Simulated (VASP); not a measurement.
# SrTiO3 (Pm-3m) in VASP: further runs

Runs on SrTiO3. Level: PBE+U. Tasks: single point.

All numbers are computed with VASP 6.6.1; they aren't measurements. Logs are shortened: lines on timing, memory, paths and dates and some standing lists are left out, and cuts for length are marked.

### Step 1. The cell of the first run

It takes space group Pm-3m (No. 221, cubic). The conventional cell has a = 3.782 Å, b = 3.782 Å, c = 3.782 Å, α = 90.00°, β = 90.00°, γ = 90.00°. Sr (site symmetry m-3m) has 12 O at 2.67 Å and 8 Ti at 3.28 Å within 3.5 Å. Ti (site symmetry m-3m) has 6 O at 1.89 Å within 2.5 Å. O (site symmetry 4/mmm) has 2 Ti at 1.89 Å within 2.5 Å.

### Step 2. Single point, PBE+U (10.82 Å³/atom)

INCAR

```
PREC = Accurate ; ENCUT = 520
EDIFF = 1E-7 ; ISMEAR = 0
SIGMA = 0.02 ; LREAL = False
LASPH = True ; NELM = 150
ALGO = Normal ; ISIF = 2
LWAVE = False ; LCHARG = False
LMAXMIX = 4 ; LDAU = True
LDAUTYPE = 2 ; LDAUL = -1 2 -1
LDAUU = 0 4 0 ; LDAUJ = 0 0 0
LDAUPRINT = 1 ; GGA = PE
NBANDS = 28
```

KPOINTS

```
regular mesh
0
Gamma
  8 8 8
```

POSCAR

```
SrTiO3
1.0
    3.7824478287      0.0000000000      0.0000000000
    0.0000000000      3.7824478287      0.0000000000
    0.0000000000      0.0000000000      3.7824478287
Sr Ti O
1 1 3
Direct
    0.5000000000      0.5000000000      0.5000000000
    0.0000000000      0.0000000000      0.0000000000
    0.5000000000      0.0000000000      0.0000000000
    0.0000000000      0.5000000000      0.0000000000
    0.0000000000      0.0000000000      0.5000000000
```

Potentials or basis: VASP PAW PBE potentials, release 64 (Sr_sv, Ti_sv, O).

Command:

```sh
$ cat potpaw_PBE.64/Sr_sv/POTCAR potpaw_PBE.64/Ti_sv/POTCAR potpaw_PBE.64/O/POTCAR > POTCAR
$ mpirun -np 1 vasp_std > vasp.out
```

OUTCAR:

```text
PREC = Accurate
   ENCUT = 520
   EDIFF = 1E-7
   ISMEAR = 0
   LREAL = False
   LASPH = True
   NELM = 150
   ISIF = 2
   GGA = PE

 ion  position               nearest neighbor table
   1  0.500  0.500  0.500-   3 2.67   4 2.67   5 2.67   3 2.67   4 2.67   3 2.67   5 2.67   3 2.67
                             4 2.67   5 2.67   4 2.67   5 2.67   2 3.28   2 3.28   2 3.28   2 3.28
   2  0.000  0.000  0.000-   3 1.89   4 1.89   5 1.89   5 1.89   4 1.89   3 1.89   1 3.28   1 3.28
                             1 3.28   1 3.28   1 3.28   1 3.28   1 3.28   1 3.28
   3  0.500  0.000  0.000-   2 1.89   2 1.89   1 2.67   1 2.67   1 2.67   1 2.67
   4  0.000  0.500  0.000-   2 1.89   2 1.89   1 2.67   1 2.67   1 2.67   1 2.67
   5  0.000  0.000  0.500-   2 1.89   2 1.89   1 2.67   1 2.67   1 2.67   1 2.67

  LATTYP: Found a simple cubic cell.
 ALAT       =     3.7824478287

  Lattice vectors:

 A1 = (   3.7824478287,   0.0000000000,   0.0000000000)
 A2 = (   0.0000000000,   3.7824478287,   0.0000000000)
 A3 = (   0.0000000000,   0.0000000000,   3.7824478287)

Analysis of symmetry for initial positions (statically):
=====================================================================
 Subroutine PRICEL returns:
 Original cell was already a primitive cell.

 Routine SETGRP: Setting up the symmetry group for a
 simple cubic supercell.

 Subroutine GETGRP returns: Found 48 space group operations
 (whereof 48 operations were pure point group operations)
 out of a pool of 48 trial point group operations.

The static configuration has the point symmetry O_h .

Analysis of symmetry for dynamics (positions and initial velocities):
=====================================================================
 Subroutine PRICEL returns:
 Original cell was already a primitive cell.

 Routine SETGRP: Setting up the symmetry group for a
 simple cubic supercell.

 Subroutine GETGRP returns: Found 48 space group operations
 (whereof 48 operations were pure point group operations)
 out of a pool of 48 trial point group operations.

The dynamic configuration has the point symmetry O_h .

 Subroutine INISYM returns: Found 48 space group operations
 (whereof 48 operations are pure point group operations),
 and found     1 'primitive' translations

----------------------------------------------------------------------------------------

                                     Primitive cell

  volume of cell :      54.1151

  direct lattice vectors                    reciprocal lattice vectors
     3.782447829  0.000000000  0.000000000     0.264379060  0.000000000  0.000000000
     0.000000000  3.782447829  0.000000000     0.000000000  0.264379060  0.000000000
     0.000000000  0.000000000  3.782447829     0.000000000  0.000000000  0.264379060

  length of vectors
     3.782447829  3.782447829  3.782447829     0.264379060  0.264379060  0.264379060

  position of ions in fractional coordinates (direct lattice)
     0.500000000  0.500000000  0.500000000
     0.000000000  0.000000000  0.000000000
     0.500000000  0.000000000  0.000000000
     0.000000000  0.500000000  0.000000000
     0.000000000  0.000000000  0.500000000

  ion indices of the primitive-cell ions
   primitive index   ion index
                 1           1
                 2           2
                 3           3
                 4           4
                 5           5

----------------------------------------------------------------------------------------

 KPOINTS: regular mesh

Automatic generation of k-mesh.
 Grid dimensions read from file:
 generate k-points for:    8    8    8

 Generating k-lattice:

  Cartesian coordinates                     Fractional coordinates (reciprocal lattice)
     0.033047382  0.000000000  0.000000000     0.125000000  0.000000000  0.000000000
     0.000000000  0.033047382  0.000000000     0.000000000  0.125000000  0.000000000
     0.000000000  0.000000000  0.033047382     0.000000000  0.000000000  0.125000000

  Length of vectors
     0.033047382  0.033047382  0.033047382

  Shift w.r.t. Gamma in fractional coordinates (k-lattice)
     0.000000000  0.000000000  0.000000000

 Subroutine IBZKPT returns following result:
 ===========================================

 Found     35 irreducible k-points:

 Following reciprocal coordinates:
            Coordinates               Weight
  0.000000  0.000000  0.000000      1.000000
  0.125000  0.000000  0.000000      6.000000
  0.250000  0.000000  0.000000      6.000000
  0.375000  0.000000  0.000000      6.000000
  0.500000  0.000000  0.000000      3.000000
  0.125000  0.125000  0.000000     12.000000
[... 16 lines left out ...]
  0.375000  0.375000  0.125000     24.000000
  0.500000  0.375000  0.125000     24.000000
 [... further k-points ...]
   k-points           NKPTS =     35   k-points in BZ     NKDIM =     35   number of bands    NBANDS=     28
   number of dos      NEDOS =    301   number of ions     NIONS =      5
   total plane-waves  NPLWV =  21952
   dimension x,y,z NGX =    28 NGY =   28 NGZ =   28
   dimension x,y,z NGXF=    56 NGYF=   56 NGZF=   56
   ions per type =               1   1   3
   NGX,Y,Z   is equivalent  to a cutoff of  12.31, 12.31, 12.31 a.u.
   NGXF,Y,Z  is equivalent  to a cutoff of  24.61, 24.61, 24.61 a.u.
 SYSTEM =  unknown system
   PREC   = accura    normal or accurate (medium, high low for compatibility)
   ISTART =      0    job   : 0-new  1-cont  2-samecut
   ICHARG =      2    charge: 1-file 2-atom 10-const
   ISPIN  =      1    spin polarized calculation?
   LNONCOLLINEAR =      F non collinear calculations
   LSORBIT =      F    spin-orbit coupling
   LASPH  =      T    aspherical Exc in radial PAW
   ENCUT  =  520.0 eV  38.22 Ry    6.18 a.u.   7.03  7.03  7.03*2*pi/ulx,y,z
   NELM   =    150;   NELMIN=  2; NELMDL= -5     # of ELM steps
   EDIFF  = 0.1E-06   stopping-criterion for ELM
   LREAL  =      F    real-space projection
   EDIFFG = 0.1E-05   stopping-criterion for IOM
   NSW    =      0    number of steps for IOM
   IBRION =     -1    ionic relax: 0-MD 1-quasi-New 2-CG
   NFREE  =      0    steps in history (QN), initial steepest desc. (CG)
   ISIF   =      2    stress and relaxation
   ISYM   =      2    0-nonsym 1-usesym 2-fastsym
   POTIM  = 0.5000    time-step for ionic-motion
   TEBEG  =    0.0;   TEEND  =   0.0 temperature during run
   PSTRESS=    0.0 pullay stress
   NELECT =      40.0000    total number of electrons
   NUPDOWN=      -1.0000    fix difference up-down
   EMIN   =  10.00;   EMAX   =-10.00  energy-range for DOS
   EFERMI =   0.00;   METHOD = LEGACY
   ISMEAR =     0;   SIGMA  =   0.02  broadening in eV -4-tet -1-fermi 0-gaus
   EFERMI_NEDOS =   21; number of points for ismear=-14 and -15
   IALGO  =     38    algorithm
   IMIX   =      4    mixing-type and parameters
     AMIX     =   0.40;   BMIX     =  1.00
     AMIX_MAG =   1.60;   BMIX_MAG =  1.00
  volume/ion in A,a.u.               =      10.82        73.04
  Fermi-wavevector in a.u.,A,eV,Ry     =   1.480205  2.797182 29.810460  2.191007
  Thomas-Fermi vector in A             =   2.594268
   LORBIT       =      0    0 simple, 1 ext, 2 COOP (PROOUT), +10 PAW based schemes
 LDA+U is selected, type is set to LDAUTYPE =  2
   angular momentum for each species LDAUL =    -1    2   -1
   U (eV)           for each species LDAUU =   0.0  4.0  0.0
   J (eV)           for each species LDAUJ =   0.0  0.0  0.0
   GGA     = PE    functional components
   LHFCALC =     F    Hartree Fock is set to
   AEXX    =    0.0000 exact exchange contribution
   IVDW    =     0    specifies the selected vdW correction
   LEPSILON=     F    determine dielectric tensor
   LRPA    =     F    only Hartree local field effects (RPA)
 non-spin polarized calculation
 Gauss-broadening in eV      SIGMA  =   0.02
  energy-cutoff  :      520.00
  volume of cell :       54.12
 maximum number of plane-waves:      1472
   NGX = 15   NGY = 15   NGZ = 15

atom =   2  type =  2  l = 2

 onsite density matrix

spin component  1

  0.1100  0.0000  0.0000  0.0000 -0.0000
  0.0000  0.1100  0.0000  0.0000 -0.0000
  0.0000  0.0000  0.2813  0.0000 -0.0000
  0.0000  0.0000  0.0000  0.1100  0.0000
 -0.0000 -0.0000 -0.0000  0.0000  0.2813

spin component  2

  0.1100  0.0000  0.0000  0.0000 -0.0000
  0.0000  0.1100  0.0000  0.0000 -0.0000
  0.0000  0.0000  0.2813  0.0000 -0.0000
  0.0000  0.0000  0.0000  0.1100  0.0000
 -0.0000 -0.0000 -0.0000  0.0000  0.2813

 occupancies and eigenvectors

  o =  0.1100  v =  1.0000  0.0000  0.0000  0.0000  0.0000  0.0000  0.0000  0.0000  0.0000  0.0000      0.0000  0.0000  0.0000  0.0000  0.0000  0.0000  0.0000  0.0000  0.0000  0.0000
  o =  0.1100  v =  0.0000  0.0000  0.0000  0.0000  0.0000  1.0000  0.0000  0.0000  0.0000  0.0000      0.0000  0.0000  0.0000  0.0000  0.0000  0.0000  0.0000  0.0000  0.0000  0.0000
  o =  0.1100  v =  0.0000 -0.3292  0.0000 -0.9443  0.0000  0.0000  0.0000  0.0000  0.0000  0.0000      0.0000  0.0000  0.0000  0.0000  0.0000  0.0000  0.0000  0.0000  0.0000  0.0000
  o =  0.1100  v =  0.0000  0.0000  0.0000  0.0000  0.0000  0.0000 -0.3292  0.0000 -0.9443  0.0000      0.0000  0.0000  0.0000  0.0000  0.0000  0.0000  0.0000  0.0000  0.0000  0.0000
  o =  0.1100  v =  0.0000  0.9443 -0.0000 -0.3292 -0.0000  0.0000  0.0000  0.0000  0.0000  0.0000      0.0000  0.0000  0.0000  0.0000  0.0000  0.0000  0.0000  0.0000  0.0000  0.0000
  o =  0.1100  v =  0.0000  0.0000  0.0000  0.0000  0.0000  0.0000  0.9443 -0.0000 -0.3292 -0.0000      0.0000  0.0000  0.0000  0.0000  0.0000  0.0000  0.0000  0.0000  0.0000  0.0000
  o =  0.2813  v =  0.0000  0.0000  0.0000  0.0000  0.0000  0.0000 -0.0000 -0.0149 -0.0000 -0.9999      0.0000  0.0000  0.0000  0.0000  0.0000  0.0000  0.0000  0.0000  0.0000  0.0000
  o =  0.2813  v =  0.0000 -0.0000 -0.0149 -0.0000 -0.9999  0.0000  0.0000  0.0000  0.0000  0.0000      0.0000  0.0000  0.0000  0.0000  0.0000  0.0000  0.0000  0.0000  0.0000  0.0000
  o =  0.2813  v =  0.0000  0.0000  0.0000  0.0000  0.0000  0.0000 -0.0000 -0.9999  0.0000  0.0149      0.0000  0.0000  0.0000  0.0000  0.0000  0.0000  0.0000  0.0000  0.0000  0.0000
  o =  0.2813  v =  0.0000 -0.0000 -0.9999  0.0000  0.0149  0.0000  0.0000  0.0000  0.0000  0.0000      0.0000  0.0000  0.0000  0.0000  0.0000  0.0000  0.0000  0.0000  0.0000  0.0000

 number of electron      39.9999980 magnetization

 Free energy of the ion-electron system (eV)
  ---------------------------------------------------
  ext. energy  EPLUGINS =         0.00000000
  ---------------------------------------------------
  free energy    TOTEN  =       -36.65736759 eV

  energy without entropy =      -36.65736759  energy(sigma->0) =      -36.65736759

 E-fermi :   5.2348     XC(G=0): -11.7905

 val. band max:        5.1164307552   @ k =   0.5000   0.5000   0.5000
 cond. band min:       7.7010713991   @ k =   0.0000   0.0000   0.0000
 fundamental gap:      2.5846406439
 Fermi energy:         5.2348004229

 k-point     1 :       0.0000    0.0000    0.0000
  band No.  band energies     occupation
      1     -51.8919      2.00000
      2     -28.1621      2.00000
      3     -28.1621      2.00000
      4     -28.1621      2.00000
      5     -27.3950      2.00000
      6     -12.7321      2.00000
[... 20 lines left out ...]
     27      10.6397      0.00000
     28      12.1858      0.00000

 k-point     2 :       0.1250    0.0000    0.0000
  band No.  band energies     occupation
      1     -51.8915      2.00000
      2     -28.1818      2.00000
      3     -28.1615      2.00000
      4     -28.1615      2.00000
      5     -27.3841      2.00000
      6     -12.7422      2.00000
[... 20 lines left out ...]
     27      10.9664      0.00000
     28      12.5752      0.00000

 k-point     3 :       0.2500    0.0000    0.0000
  band No.  band energies     occupation
      1     -51.8907      2.00000
      2     -28.2276      2.00000
      3     -28.1599      2.00000
      4     -28.1599      2.00000
      5     -27.3592      2.00000
      6     -12.8291      2.00000
[... 616 lines left out ...]
      3     -28.2437      2.00000
      4     -28.1696      2.00000
      5     -27.3235      2.00000
      6     -12.2657      2.00000
[... 20 lines left out ...]
     27      13.9712      0.00000
     28      14.2783      0.00000

 k-point    24 :       0.5000    0.3750    0.1250
  band No.  band energies     occupation
      1     -51.8870      2.00000
      2     -28.2617      2.00000
      3     -28.2432      2.00000
      4     -28.1688      2.00000
      5     -27.3218      2.00000
      6     -12.1631      2.00000
[... 20 lines left out ...]
     27      14.2715      0.00000
     28      14.4063      0.00000

 [... further k-points ...]

------------------------ aborting loop because EDIFF is reached ----------------------------------------

  FORCE on cell =-STRESS in cart. coord.  units (eV):
  Direction    XX          YY          ZZ          XY          YZ          ZX
  --------------------------------------------------------------------------------------
  -------------------------------------------------------------------------------------
  Total       10.9581392     10.9581392     10.9581392      0.0000000      0.0000000      0.0000000
  in kB      324.4356403    324.4356403    324.4356403      0.0000000      0.0000000      0.0000000
  external PRESSURE =     324.4356403 kB  Pullay stress =       0.0000000 kB

 VOLUME and BASIS-vectors are now :
 -----------------------------------------------------------------------------
  energy-cutoff  :      520.00
  volume of cell :       54.12
      direct lattice vectors                 reciprocal lattice vectors
     3.782447829  0.000000000  0.000000000     0.264379060  0.000000000  0.000000000
     0.000000000  3.782447829  0.000000000     0.000000000  0.264379060  0.000000000
     0.000000000  0.000000000  3.782447829     0.000000000  0.000000000  0.264379060

 POSITION                                       TOTAL-FORCE (eV/Angst)
 -----------------------------------------------------------------------------------
      1.89122      1.89122      1.89122         0.000000      0.000000      0.000000
      0.00000      0.00000      0.00000         0.000000      0.000000      0.000000
      1.89122      0.00000      0.00000         0.000000      0.000000      0.000000
      0.00000      1.89122      0.00000         0.000000      0.000000      0.000000
      0.00000      0.00000      1.89122         0.000000      0.000000      0.000000
 -----------------------------------------------------------------------------------
    total drift:                               -0.000000      0.000000     -0.000000

  FREE ENERGIE OF THE ION-ELECTRON SYSTEM (eV)
  ---------------------------------------------------
  free  energy   TOTEN  =       -36.6573675880 eV

  energy  without entropy=      -36.6573675880  energy(sigma->0) =      -36.65736759
```

It took 2 min on 1 thread of Intel Xeon 8259CL, shared host; peak memory 0.19 GiB.

What came out:

* Free energy: -36.6574 eV
* Pressure: 32.4 GPa
* Band gap on the k mesh: 2.58 eV (least direct gap 2.94 eV)

Eigenvalues of the final occupation matrices:
```
    site  spin  trace               eigenvalues
site 2 d     1   0.89  0.11 0.11 0.11 0.28 0.28
site 2 d     2   0.89  0.11 0.11 0.11 0.28 0.28
```

Caveat: the cell stands under pressure. A k mesh can miss the band edges.

### Step 3. Single point, PBE+U (11.19 Å³/atom)

This run uses another cell than the first one, of 11.19 Å³/atom.

Edit INCAR of step 2 so:

```diff
@@ -1,3 +1,3 @@
 PREC = Accurate ; ENCUT = 520
-EDIFF = 1E-7 ; ISMEAR = 0
+EDIFF = 1E-6 ; ISMEAR = 0
 SIGMA = 0.02 ; LREAL = False
```

KPOINTS

```
Automatic mesh
0
Gamma
  8 8 8
```

Edit POSCAR of step 2 so:

```diff
@@ -2,5 +2,5 @@
 1.0
-    3.7824478287      0.0000000000      0.0000000000
-    0.0000000000      3.7824478287      0.0000000000
-    0.0000000000      0.0000000000      3.7824478287
+    3.8249508000      0.0000000000      0.0000000000
+    0.0000000000      3.8249508000      0.0000000000
+    0.0000000000      0.0000000000      3.8249508000
 Sr Ti O
```

Potentials or basis: VASP PAW PBE potentials, release 64 (Sr_sv, Ti_sv, O).

Command:

```sh
$ cat potpaw_PBE.64/Sr_sv/POTCAR potpaw_PBE.64/Ti_sv/POTCAR potpaw_PBE.64/O/POTCAR > POTCAR
$ mpirun -np 1 vasp_std > vasp.out
```

Run time: 98 s. Hardware: 1 thread of Intel Xeon 8259CL, shared host; peak memory 0.2 GiB.

It converged, with:

- Free energy: -36.9787 eV
- Pressure: 23.2 GPa
- Band gap on the k mesh: 2.52 eV (least direct gap 2.89 eV)

Levels at points of the mesh, in eV from the valence-band top:
```
           k point  band 16  band 17  band 18  band 19  band 20  band 21  band 22  band 23  band 24  band 25
(0.00, 0.00, 0.00)    -1.29    -1.29    -0.38    -0.38    -0.38     2.52     2.52     2.52     4.75     4.75
(0.50, 0.00, 0.00)    -2.40    -2.40    -2.21    -0.80    -0.80     2.76     4.62     4.62     4.80     7.12
(0.50, 0.50, 0.00)    -3.00    -1.83    -1.65    -1.65    -0.11     4.64     4.64     5.12     5.82     8.17
(0.50, 0.50, 0.50)    -3.81    -3.81     0.00     0.00     0.00     5.40     5.40     5.40     7.14     7.14
```

Eigenvalues of the final occupation matrices:
| site | spin | trace | eigenvalues |
| --- | --- | --- | --- |
| site 2 d | 1 | 0.87 | 0.11 0.11 0.11 0.27 0.27 |
| site 2 d | 2 | 0.87 | 0.11 0.11 0.11 0.27 0.27 |

Caveat: the cell stands under pressure. A k mesh can miss the band edges.

### Step 4. Single point, PBE+U (11.56 Å³/atom)

This run uses another cell than the first one, of 11.56 Å³/atom.

INCAR

```
SYSTEM = SrTiO3
  ALGO = Normal
  EDIFF = 1E-6
  ENCUT = 520
  GGA = PE
  ISIF = 2
  ISMEAR = 0
  LASPH = .True.
  LCHARG = .True.
  LDAU = .True.
  LDAUJ = 0 0 0
  LDAUL = -1 2 -1
  LDAUPRINT = 1
  LDAUTYPE = 2
  LDAUU = 0 4 0
  LELF = .True.
  LMAXMIX = 4
  LREAL = .False.
  LVHAR = .True.
  LWAVE = .False.
  NBANDS = 28
  NELM = 150
  PREC = Accurate
  SIGMA = 0.02
```

KPOINTS

```
k-points
0
Gamma
  8 8 8
  0 0 0
```

Edit POSCAR of step 3 so:

```diff
@@ -2,5 +2,5 @@
 1.0
-    3.8249508000      0.0000000000      0.0000000000
-    0.0000000000      3.8249508000      0.0000000000
-    0.0000000000      0.0000000000      3.8249508000
+    3.8665296097      0.0000000000      0.0000000000
+    0.0000000000      3.8665296097      0.0000000000
+    0.0000000000      0.0000000000      3.8665296097
 Sr Ti O
```

Command:

```sh
$ cat potpaw_PBE.64/Sr_sv/POTCAR potpaw_PBE.64/Ti_sv/POTCAR potpaw_PBE.64/O/POTCAR > POTCAR
$ mpirun -np 1 vasp_std > vasp.out
```

Wall time 2.1 min (1 thread of Intel Xeon 8259CL, shared host); peak memory 0.21 GiB.

Results (log left out):

```
Free energy            : -37.2010 eV
Pressure               : 15.2 GPa
Band gap on the k mesh : 2.45 eV (least direct gap 2.85 eV)
```

Levels at points of the mesh, in eV from the valence-band top:
| k point | band 16 | band 17 | band 18 | band 19 | band 20 | band 21 | band 22 | band 23 | band 24 | band 25 |
| --- | --- | --- | --- | --- | --- | --- | --- | --- | --- | --- |
| (0.00, 0.00, 0.00) | -1.23 | -1.23 | -0.40 | -0.40 | -0.40 | 2.45 | 2.45 | 2.45 | 4.53 | 4.53 |
| (0.50, 0.00, 0.00) | -2.32 | -2.32 | -2.10 | -0.80 | -0.80 | 2.67 | 4.43 | 4.43 | 4.56 | 6.78 |
| (0.50, 0.50, 0.00) | -2.88 | -1.86 | -1.62 | -1.62 | -0.10 | 4.45 | 4.45 | 4.93 | 5.53 | 8.01 |
| (0.50, 0.50, 0.50) | -3.72 | -3.72 | 0.00 | 0.00 | 0.00 | 5.17 | 5.17 | 5.17 | 7.01 | 7.01 |

Eigenvalues of the final occupation matrices:
| site | spin | trace | eigenvalues |
| --- | --- | --- | --- |
| site 2 d | 1 | 0.84 | 0.11 0.11 0.11 0.26 0.26 |
| site 2 d | 2 | 0.84 | 0.11 0.11 0.11 0.26 0.26 |

Caveat: the cell stands under pressure. A k mesh can miss the band edges.

### Step 5. Summary

| cell | gap on the mesh (eV) | pressure (GPa) |
| --- | --- | --- |
| a = 3.782 Å, 5 atoms | 2.58 | 32.4 |
| a = 3.825 Å, 5 atoms | 2.52 | 23.2 |
| a = 3.867 Å, 5 atoms | 2.45 | 15.2 |

Alike in all rows: task single point; level PBE+U; potentials or basis VASP PAW PBE potentials, release 64 (Sr_sv, Ti_sv, O); no spin polarisation; Ti d U = 4.0 eV; k mesh 8 × 8 × 8; cutoff (eV) 520; smearing gaussian 0.02 eV.

Caveats: the cell stands under pressure.

Absolute energies hang on the potentials; compare differences alone.
